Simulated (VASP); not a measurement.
# PbS (Galena) (Fm-3m) in VASP: notebook

The runs below take PbS (Galena) through relaxation of the atoms, with r2SCAN.

Program: VASP 6.6.1. These are calculated values, not measurements. Logs are shortened: lines on timing, memory, paths and dates and some standing lists are left out, and cuts for length are marked.

## (1) The cell of the first run

It takes space group Fm-3m (No. 225, cubic). Conventional cell: a = 6.093 Å, b = 6.093 Å, c = 6.093 Å, α = 90.00°, β = 90.00°, γ = 90.00°. Within 4.0 Å of Pb (site symmetry m-3m) lie 6 S at 3.05 Å. S (site symmetry m-3m) has 6 Pb at 3.05 Å within 4.0 Å.

## (2) Relaxation of the atoms, r2SCAN

Input file POSCAR:

```
PbS
1.0
    0.0000000000      3.0464983500      3.0464983500
    3.0464983500      0.0000000000      3.0464983500
    3.0464983500      3.0464983500      0.0000000000
Pb S
1 1
Direct
    0.0000000000      0.0000000000      0.0000000000
    0.5000000000      0.5000000000      0.5000000000
```

Input file INCAR.step1:

```
SYSTEM = PbS
PREC = Accurate
ENCUT = 520
ISMEAR = -1
SIGMA = 0.02
LREAL = .FALSE.
LASPH = .TRUE.
NELM = 80
GGA = PE
ALGO = Normal
EDIFF = 1E-4
LWAVE = .TRUE.
LCHARG = .FALSE.
```

Input file INCAR.step2:

```
SYSTEM = PbS
PREC = Accurate
ENCUT = 520
EDIFF = 1E-6
ISMEAR = -1
SIGMA = 0.02
LREAL = .FALSE.
LASPH = .TRUE.
NELM = 80
ALGO = Normal
ISIF = 2
LWAVE = .FALSE.
LCHARG = .FALSE.
METAGGA = R2SCAN
LMIXTAU = .TRUE.
IBRION = 2
NSW = 50
EDIFFG = -0.01
ISTART = 1
```

Input file KPOINTS:

```
Automatic mesh
0
G
  8 8 8
  0 0 0
```

Potentials or basis: VASP PAW PBE potentials, release 64 (Pb_d, S).

Started as:

```bash
$ cat potpaw_PBE.64/Pb_d/POTCAR potpaw_PBE.64/S/POTCAR > POTCAR
$ cp INCAR.step1 INCAR
$ mpirun -np 1 vasp_std > vasp.out
$ cp INCAR.step2 INCAR
$ mpirun -np 1 vasp_std > vasp.out
```

OUTCAR:

```text
SYSTEM = PbS
   PREC = Accurate
   ENCUT = 520
   EDIFF = 1E-6
   ISMEAR = -1
   LREAL = .FALSE.
   LASPH = .TRUE.
   NELM = 80
   ISIF = 2
   METAGGA = R2SCAN
   IBRION = 2
   NSW = 50
   EDIFFG = -0.01
   ISTART = 1

 ion  position               nearest neighbor table
   1  0.000  0.000  0.000-   2 3.05   2 3.05   2 3.05   2 3.05   2 3.05   2 3.05
   2  0.500  0.500  0.500-   1 3.05   1 3.05   1 3.05   1 3.05   1 3.05   1 3.05

  LATTYP: Found a face centered cubic cell.
 ALAT       =     6.0929967000

  Lattice vectors:

 A1 = (   0.0000000000,   3.0464983500,   3.0464983500)
 A2 = (   3.0464983500,   0.0000000000,   3.0464983500)
 A3 = (   3.0464983500,   3.0464983500,   0.0000000000)

Analysis of symmetry for initial positions (statically):
=====================================================================
 Subroutine PRICEL returns:
 Original cell was already a primitive cell.

 Routine SETGRP: Setting up the symmetry group for a
 face centered cubic supercell.

 Subroutine GETGRP returns: Found 48 space group operations
 (whereof 48 operations were pure point group operations)
 out of a pool of 48 trial point group operations.

The static configuration has the point symmetry O_h .

Analysis of symmetry for dynamics (positions and initial velocities):
=====================================================================
 Subroutine PRICEL returns:
 Original cell was already a primitive cell.

 Routine SETGRP: Setting up the symmetry group for a
 face centered cubic supercell.

 Subroutine GETGRP returns: Found 48 space group operations
 (whereof 48 operations were pure point group operations)
 out of a pool of 48 trial point group operations.

The dynamic configuration has the point symmetry O_h .

 Subroutine INISYM returns: Found 48 space group operations
 (whereof 48 operations are pure point group operations),
 and found     1 'primitive' translations

----------------------------------------------------------------------------------------

                                     Primitive cell

  volume of cell :      56.5500

  direct lattice vectors                    reciprocal lattice vectors
     0.000000000  3.046498350  3.046498350    -0.164122853  0.164122853  0.164122853
     3.046498350  0.000000000  3.046498350     0.164122853 -0.164122853  0.164122853
     3.046498350  3.046498350  0.000000000     0.164122853  0.164122853 -0.164122853

  length of vectors
     4.308399284  4.308399284  4.308399284     0.284269120  0.284269120  0.284269120

  position of ions in fractional coordinates (direct lattice)
     0.000000000  0.000000000  0.000000000
     0.500000000  0.500000000  0.500000000

  ion indices of the primitive-cell ions
   primitive index   ion index
                 1           1
                 2           2

----------------------------------------------------------------------------------------

 KPOINTS: Automatic mesh

Automatic generation of k-mesh.
 Grid dimensions read from file:
 generate k-points for:    8    8    8

 Generating k-lattice:

  Cartesian coordinates                     Fractional coordinates (reciprocal lattice)
    -0.020515357  0.020515357  0.020515357     0.125000000  0.000000000  0.000000000
     0.020515357 -0.020515357  0.020515357     0.000000000  0.125000000  0.000000000
     0.020515357  0.020515357 -0.020515357     0.000000000  0.000000000  0.125000000

  Length of vectors
     0.035533640  0.035533640  0.035533640

  Shift w.r.t. Gamma in fractional coordinates (k-lattice)
     0.000000000  0.000000000  0.000000000

 Subroutine IBZKPT returns following result:
 ===========================================

 Found     29 irreducible k-points:

 Following reciprocal coordinates:
            Coordinates               Weight
  0.000000  0.000000  0.000000      1.000000
  0.125000  0.000000  0.000000      8.000000
  0.250000  0.000000  0.000000      8.000000
  0.375000  0.000000  0.000000      8.000000
  0.500000  0.000000  0.000000      4.000000
  0.125000  0.125000  0.000000      6.000000
[... 16 lines left out ...]
  0.500000  0.250000  0.125000     48.000000
 -0.375000  0.250000  0.125000     24.000000
 [... further k-points ...]
   k-points           NKPTS =     29   k-points in BZ     NKDIM =     29   number of bands    NBANDS=     14
   number of dos      NEDOS =    301   number of ions     NIONS =      2
   total plane-waves  NPLWV =  32768
   dimension x,y,z NGX =    32 NGY =   32 NGZ =   32
   dimension x,y,z NGXF=    64 NGYF=   64 NGZF=   64
   ions per type =               1   1
   NGX,Y,Z   is equivalent  to a cutoff of  12.35, 12.35, 12.35 a.u.
   NGXF,Y,Z  is equivalent  to a cutoff of  24.70, 24.70, 24.70 a.u.
 SYSTEM =  PbS
   PREC   = accura    normal or accurate (medium, high low for compatibility)
   ISTART =      1    job   : 0-new  1-cont  2-samecut
   ICHARG =      0    charge: 1-file 2-atom 10-const
   ISPIN  =      1    spin polarized calculation?
   LNONCOLLINEAR =      F non collinear calculations
   LSORBIT =      F    spin-orbit coupling
   LASPH  =      T    aspherical Exc in radial PAW
   ENCUT  =  520.0 eV  38.22 Ry    6.18 a.u.   8.01  8.01  8.01*2*pi/ulx,y,z
   NELM   =     80;   NELMIN=  2; NELMDL=  0     # of ELM steps
   EDIFF  = 0.1E-05   stopping-criterion for ELM
   LREAL  =      F    real-space projection
   EDIFFG = -.1E-01   stopping-criterion for IOM
   NSW    =     50    number of steps for IOM
   IBRION =      2    ionic relax: 0-MD 1-quasi-New 2-CG
   NFREE  =      1    steps in history (QN), initial steepest desc. (CG)
   ISIF   =      2    stress and relaxation
   ISYM   =      2    0-nonsym 1-usesym 2-fastsym
   POTIM  = 0.5000    time-step for ionic-motion
   TEBEG  =    0.0;   TEEND  =   0.0 temperature during run
   PSTRESS=    0.0 pullay stress
   NELECT =      20.0000    total number of electrons
   NUPDOWN=      -1.0000    fix difference up-down
   EMIN   =  10.00;   EMAX   =-10.00  energy-range for DOS
   EFERMI =   0.00;   METHOD = LEGACY
   ISMEAR =    -1;   SIGMA  =   0.02  broadening in eV -4-tet -1-fermi 0-gaus
   EFERMI_NEDOS =   21; number of points for ismear=-14 and -15
   IALGO  =     38    algorithm
   IMIX   =      4    mixing-type and parameters
     AMIX     =   0.40;   BMIX     =  1.00
     AMIX_MAG =   1.60;   BMIX_MAG =  1.00
  volume/ion in A,a.u.               =      28.28       190.81
  Fermi-wavevector in a.u.,A,eV,Ry     =   1.157730  2.187792 18.236410  1.340338
  Thomas-Fermi vector in A             =   2.294339
   LORBIT       =      0    0 simple, 1 ext, 2 COOP (PROOUT), +10 PAW based schemes
   METAGGA = R2SCAN    functional components
   LHFCALC =     F    Hartree Fock is set to
   AEXX    =    0.0000 exact exchange contribution
   IVDW    =     0    specifies the selected vdW correction
   LEPSILON=     F    determine dielectric tensor
   LRPA    =     F    only Hartree local field effects (RPA)
 conjugate gradient relaxation of ions
 non-spin polarized calculation
  energy-cutoff  :      520.00
  volume of cell :       56.55
 maximum number of plane-waves:      1540
   NGX = 17   NGY = 17   NGZ = 17

 number of electron      20.0000004 magnetization

 Free energy of the ion-electron system (eV)
  ---------------------------------------------------
  ext. energy  EPLUGINS =         0.00000000
  ---------------------------------------------------
  free energy    TOTEN  =       -65.58100805 eV

  energy without entropy =      -65.58100805  energy(sigma->0) =      -65.58100805

 E-fermi :   5.0356     XC(G=0):  -9.8533

 val. band max:        4.5905041668   @ k =   0.5000   0.0000   0.0000
 cond. band min:       5.4862325872   @ k =   0.5000   0.0000   0.0000
 fundamental gap:      0.8957284204
 Fermi energy:         5.0355786605

 k-point     1 :       0.0000    0.0000    0.0000
  band No.  band energies     occupation
      1     -12.6714      2.00000
      2     -12.6714      2.00000
      3     -12.6714      2.00000
      4     -12.6529      2.00000
      5     -12.6529      2.00000
      6      -8.8262      2.00000
      7      -1.5898      2.00000
      8       2.7464      2.00000
      9       2.7464      2.00000
     10       2.7464      2.00000
     11       9.9804      0.00000
     12       9.9804      0.00000
     13       9.9804      0.00000
     14      12.0026      0.00000

 k-point     2 :       0.1250    0.0000    0.0000
  band No.  band energies     occupation
      1     -12.6708      2.00000
      2     -12.6688      2.00000
      3     -12.6688      2.00000
      4     -12.6540      2.00000
      5     -12.6540      2.00000
      6      -8.7075      2.00000
      7      -1.9647      2.00000
      8       2.7837      2.00000
      9       2.7837      2.00000
     10       3.0245      2.00000
     11       8.8764      0.00000
     12       9.3032      0.00000
     13       9.3032      0.00000
     14      11.8684      0.00000

 k-point     3 :       0.2500    0.0000    0.0000
  band No.  band energies     occupation
      1     -12.6702      2.00000
      2     -12.6702      2.00000
      3     -12.6694      2.00000
      4     -12.6490      2.00000
      5     -12.6490      2.00000
      6      -8.3826      2.00000
      7      -2.7977      2.00000
      8       2.8887      2.00000
      9       2.8887      2.00000
     10       3.6052      2.00000
     11       7.3097      0.00000
     12       8.1899      0.00000
     13       8.1899      0.00000
     14      12.0103      0.00000

 k-point     4 :       0.3750    0.0000    0.0000
  band No.  band energies     occupation
      1     -12.6768      2.00000
      2     -12.6768      2.00000
      3     -12.6682      2.00000
      4     -12.6387      2.00000
      5     -12.6387      2.00000
      6      -7.9753      2.00000
      7      -3.6210      2.00000
      8       3.0215      2.00000
      9       3.0215      2.00000
     10       4.2012      2.00000
     11       6.0914      0.00000
     12       7.3395      0.00000
     13       7.3395      0.00000
     14      12.8263      0.00000

 k-point     5 :       0.5000    0.0000    0.0000
  band No.  band energies     occupation
      1     -12.6798      2.00000
      2     -12.6798      2.00000
      3     -12.6678      2.00000
      4     -12.6341      2.00000
      5     -12.6341      2.00000
      6      -7.7658      2.00000
      7      -3.9852      2.00000
      8       3.0878      2.00000
      9       3.0878      2.00000
     10       4.5905      2.00000
     11       5.4862      0.00000
[... 276 lines left out ...]
 k-point    22 :       0.3750    0.2500    0.1250
  band No.  band energies     occupation
      1     -12.6882      2.00000
      2     -12.6736      2.00000
      3     -12.6602      2.00000
      4     -12.6504      2.00000
      5     -12.6406      2.00000
      6      -8.1114      2.00000
      7      -2.9730      2.00000
      8       1.8924      2.00000
      9       2.6965      2.00000
     10       3.4970      2.00000
     11       6.9771      0.00000
     12       8.3142      0.00000
     13       9.2316      0.00000
     14      11.4206      0.00000

 k-point    23 :       0.5000    0.2500    0.1250
  band No.  band energies     occupation
      1     -12.6994      2.00000
      2     -12.6682      2.00000
      3     -12.6626      2.00000
      4     -12.6459      2.00000
      5     -12.6371      2.00000
      6      -7.7584      2.00000
      7      -3.4365      2.00000
      8       1.5962      2.00000
      9       2.3081      2.00000
     10       3.6004      2.00000
     11       6.8548      0.00000
     12       8.1050      0.00000
     13       9.0677      0.00000
     14      12.1555      0.00000

 k-point    24 :      -0.3750    0.2500    0.1250
  band No.  band energies     occupation
      1     -12.7036      2.00000
      2     -12.6683      2.00000
      3     -12.6575      2.00000
      4     -12.6495      2.00000
      5     -12.6342      2.00000
      6      -7.5869      2.00000
      7      -3.6566      2.00000
      8       1.5966      2.00000
      9       1.9677      2.00000
     10       3.7578      2.00000
     11       6.6071      0.00000
     12       8.3381      0.00000
     13       8.9023      0.00000
     14      13.0989      0.00000

 [... further k-points ...]
[... 5 lines left out ...]
  --------------------------------------------------------------------------------------
  -------------------------------------------------------------------------------------
  Total       -1.0711619     -1.0711619     -1.0711619      0.0000000     -0.0000000      0.0000000
  in kB      -30.3481945    -30.3481945    -30.3481945      0.0000000     -0.0000000      0.0000000
  external PRESSURE =     -30.3481945 kB  Pullay stress =       0.0000000 kB

 VOLUME and BASIS-vectors are now :
 -----------------------------------------------------------------------------
  energy-cutoff  :      520.00
  volume of cell :       56.55
      direct lattice vectors                 reciprocal lattice vectors
     0.000000000  3.046498350  3.046498350    -0.164122853  0.164122853  0.164122853
     3.046498350  0.000000000  3.046498350     0.164122853 -0.164122853  0.164122853
     3.046498350  3.046498350  0.000000000     0.164122853  0.164122853 -0.164122853

 POSITION                                       TOTAL-FORCE (eV/Angst)
 -----------------------------------------------------------------------------------
      0.00000      0.00000      0.00000        -0.000000      0.000000      0.000000
      3.04650      3.04650      3.04650         0.000000     -0.000000     -0.000000
 -----------------------------------------------------------------------------------
    total drift:                                0.000000     -0.000000     -0.000000

  FREE ENERGIE OF THE ION-ELECTRON SYSTEM (eV)
  ---------------------------------------------------
  free  energy   TOTEN  =       -65.5810080541 eV

  energy  without entropy=      -65.5810080541  energy(sigma->0) =      -65.58100805

 reached required accuracy - stopping structural energy minimisation
```

Run time: 92 s. Hardware: 1 thread of Oxide Virtual Turin-like, shared host; peak memory 0.16 GiB.

Results:

| Item | Value |
| --- | --- |
| Free energy | -65.5810 eV |
| Pressure after relaxing | -3.0 GPa |
| Band gap on the k mesh | 0.90 eV, direct |

Final structure:
```
Pb S
1.0
     0.00000    3.04650    3.04650
     3.04650    0.00000    3.04650
     3.04650    3.04650    0.00000
Pb S
1 1
Cartesian
  0.0000 0.0000 0.0000
  3.0465 3.0465 3.0465
```

Caveat: the relaxation stopped at its first step, so nothing moved; the PAW data sets were made with another functional, which shifts forces and pressure a little; spin-orbit coupling is left out, which moves the levels of the heavy elements. A k mesh can miss the band edges.

## (3) Relaxation of the atoms, r2SCAN

This run uses another cell than the first one, of 27.21 Å³/atom, 0.962 times its volume.

Input file POSCAR:

```
PbS
1.0
    0.0000000000      3.0076852300      3.0076852300
    3.0076852300      0.0000000000      3.0076852300
    3.0076852300      3.0076852300      0.0000000000
Pb S
1 1
Direct
    0.0000000000      0.0000000000      0.0000000000
    0.5000000000      0.5000000000      0.5000000000
```

Input file INCAR.step1:

```
SYSTEM = PbS
PREC = Accurate
ENCUT = 520
ISMEAR = -1
SIGMA = 0.02
LREAL = .False.
LASPH = .True.
NELM = 80
GGA = PE
ALGO = Normal
EDIFF = 1E-4
LWAVE = .True.
LCHARG = .False.
```

Input file INCAR.step2:

```
SYSTEM = PbS
PREC = Accurate
ENCUT = 520
EDIFF = 1E-6
ISMEAR = -1
SIGMA = 0.02
LREAL = .False.
LASPH = .True.
NELM = 80
ALGO = Normal
ISIF = 2
LWAVE = .False.
LCHARG = .False.
METAGGA = R2SCAN
LMIXTAU = .True.
IBRION = 2
NSW = 50
EDIFFG = -0.01
ISTART = 1
```

Input file KPOINTS:

```
Automatic mesh
0
Gamma
  8 8 8
  0 0 0
```

Potentials or basis: VASP PAW PBE potentials, release 64 (Pb_d, S).

Started as:

```bash
$ cat potpaw_PBE.64/Pb_d/POTCAR potpaw_PBE.64/S/POTCAR > POTCAR
$ cp INCAR.step1 INCAR
$ mpirun -np 1 vasp_std > vasp.out
$ cp INCAR.step2 INCAR
$ mpirun -np 1 vasp_std > vasp.out
```

It took 2.2 min on 1 thread of Oxide Virtual Turin-like, shared host; peak memory 0.16 GiB.

Results (log left out):

| Item | Value |
| --- | --- |
| Free energy | -65.6085 eV |
| Pressure after relaxing | -1.2 GPa |
| Band gap on the k mesh | 0.77 eV, direct |

Final structure:
```
Pb S
1.0
     0.00000    3.00769    3.00769
     3.00769    0.00000    3.00769
     3.00769    3.00769    0.00000
Pb S
1 1
Cartesian
  0.0000 0.0000 0.0000
  3.0077 3.0077 3.0077
```

Levels at points of the mesh, in eV from the valence-band top:
| k point | band 7 | band 8 | band 9 | band 10 | band 11 | band 12 | band 13 | band 14 |
| --- | --- | --- | --- | --- | --- | --- | --- | --- |
| (0.00, 0.00, 0.00) | -6.14 | -2.07 | -2.07 | -2.07 | 5.47 | 5.47 | 5.47 | 7.29 |
| (0.50, 0.00, 0.00) | -8.82 | -1.70 | -1.70 | 0.00 | 0.77 | 2.32 | 2.32 | 9.15 |
| (0.50, 0.50, 0.00) | -7.26 | -4.97 | -3.29 | -3.29 | 4.37 | 5.90 | 5.97 | 5.97 |

Caveat: the relaxation stopped at its first step, so nothing moved; the PAW data sets were made with another functional, which shifts forces and pressure a little; spin-orbit coupling is left out, which moves the levels of the heavy elements.

## (4) Relaxation of the atoms, r2SCAN

This run uses another cell than the first one, of 27.74 Å³/atom, 0.981 times its volume.

Input file POSCAR:

```
PbS
1.0
    0.0000000000      3.0272162000      3.0272162000
    3.0272162000      0.0000000000      3.0272162000
    3.0272162000      3.0272162000      0.0000000000
Pb S
1 1
Direct
    0.0000000000      0.0000000000      0.0000000000
    0.5000000000      0.5000000000      0.5000000000
```

Input file INCAR.step1:

```
  PREC = Accurate
  ENCUT = 520
  ISMEAR = -1
  SIGMA = 0.02
  LREAL = F
  LASPH = T
  NELM = 60
  GGA = PE
  ALGO = Normal
  EDIFF = 1E-4
  LWAVE = T
  LCHARG = F
```

Input file INCAR.step2:

```
  PREC = Accurate
  ENCUT = 520
  EDIFF = 1E-7
  ISMEAR = -1
  SIGMA = 0.02
  LREAL = F
  LASPH = T
  NELM = 60
  ALGO = Normal
  ISIF = 2
  LWAVE = F
  LCHARG = F
  METAGGA = R2SCAN
  LMIXTAU = T
  IBRION = 2
  NSW = 50
  EDIFFG = -0.01
  ISTART = 1
```

Input file KPOINTS:

```
regular mesh
0
Gamma
  8 8 8
```

Started as:

```bash
$ cat potpaw_PBE.64/Pb_d/POTCAR potpaw_PBE.64/S/POTCAR > POTCAR
$ cp INCAR.step1 INCAR
$ mpirun -np 1 vasp_std > vasp.out
$ cp INCAR.step2 INCAR
$ mpirun -np 1 vasp_std > vasp.out
```

It took 2 min on 1 thread of Oxide Virtual Turin-like, shared host; peak memory 0.16 GiB.

It converged, with:

* Free energy: -65.5979 eV
* Pressure after relaxing: -2.1 GPa
* Band gap on the k mesh: 0.84 eV, direct

Final structure:
```
Pb S
1.0
     0.00000    3.02722    3.02722
     3.02722    0.00000    3.02722
     3.02722    3.02722    0.00000
Pb S
1 1
Direct
  0.00000 0.00000 0.00000
  0.50000 0.50000 0.50000
```

Levels at points of the mesh, in eV from the valence-band top:
| k point | band 6 | band 7 | band 8 | band 9 | band 10 | band 11 | band 12 | band 13 | band 14 |
| --- | --- | --- | --- | --- | --- | --- | --- | --- | --- |
| (0.00, 0.00, 0.00) | -13.60 | -6.16 | -1.95 | -1.95 | -1.95 | 5.43 | 5.43 | 5.43 | 7.35 |
| (0.50, 0.00, 0.00) | -12.49 | -8.69 | -1.60 | -1.60 | 0.00 | 0.84 | 2.38 | 2.38 | 9.13 |
| (0.50, 0.50, 0.00) | -12.13 | -7.22 | -4.79 | -3.14 | -3.14 | 4.47 | 5.85 | 5.91 | 5.91 |

Caveat: the relaxation stopped at its first step, so nothing moved; the PAW data sets were made with another functional, which shifts forces and pressure a little; spin-orbit coupling is left out, which moves the levels of the heavy elements. A k mesh can miss the band edges.

## (5) Summary

| cell | gap on the mesh (eV) | pressure (GPa) |
| --- | --- | --- |
| atoms relaxed from a = 4.308 Å, angles 60.0°, 2 atoms | 0.90 | -3.0 |
| atoms relaxed from a = 4.254 Å, angles 60.0°, 2 atoms | 0.77 | -1.2 |
| atoms relaxed from a = 4.281 Å, angles 60.0°, 2 atoms | 0.84 | -2.1 |

Alike in all rows: task relaxation of the atoms; level r2SCAN; potentials or basis VASP PAW PBE potentials, release 64 (Pb_d, S); no spin polarisation; k mesh 8 × 8 × 8; cutoff (eV) 520; smearing fermi-dirac 0.02 eV.

Caveats: the relaxation stopped at its first step, so nothing moved; the PAW data sets were made with another functional, which shifts forces and pressure a little; spin-orbit coupling is left out, which moves the levels of the heavy elements.

Absolute energies hang on the potentials; compare differences alone.
